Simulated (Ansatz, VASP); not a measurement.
# Two plane-wave programs on GaAs

```xyz
4
Lattice="2.6592 2.6592 0.0000 -2.6592 2.6592 0.0000 0.0000 0.0000 5.9562" Properties=species:S:1:pos:R:3 pbc="T T T"
Ga    0.0000    0.0000    0.0000
Ga    0.0000    2.6592    2.9781
As    1.3296    1.3296    4.4672
As   -1.3296    1.3296    1.4891
```

Alike in both runs: task single point; functional PBEsol; k mesh 10 × 10 × 6; occupations gaussian, width 0.01 eV; no spin polarisation.

|  | VASP | Ansatz |
| --- | --- | --- |
| version | VASP 6.6.1 | Ansatz 0.2.0 |
| potentials or method | VASP PAW PBE potentials, release 64 (Ga_d, As), cutoff 520 eV | scalar-relativistic, plane waves, PAW |
| valence electrons in the cell | 36 | 56 |

Ansatz gave:

* gap on the k mesh at the Fermi level (eV): 0.59
* least direct gap on the mesh (eV): 0.59
* pressure (GPa): 5.7
* traceless stress, the component that is largest in VASP (GPa): -5.73

Q: What did VASP give for the same quantities?

A: gap on the k mesh at the Fermi level (eV): 0.60; least direct gap on the mesh (eV): 0.60; pressure (GPa): 5.9; traceless stress, the component that is largest in VASP (GPa): -5.73.

VASP's potentials were made for PBE, not for PBEsol. With one functional, cell and mesh, what is left measures potentials, basis and numerics. VASP's potentials hold 36 valence electrons a cell and Ansatz's 56, so a difference there can come from the potentials and not from the codes.
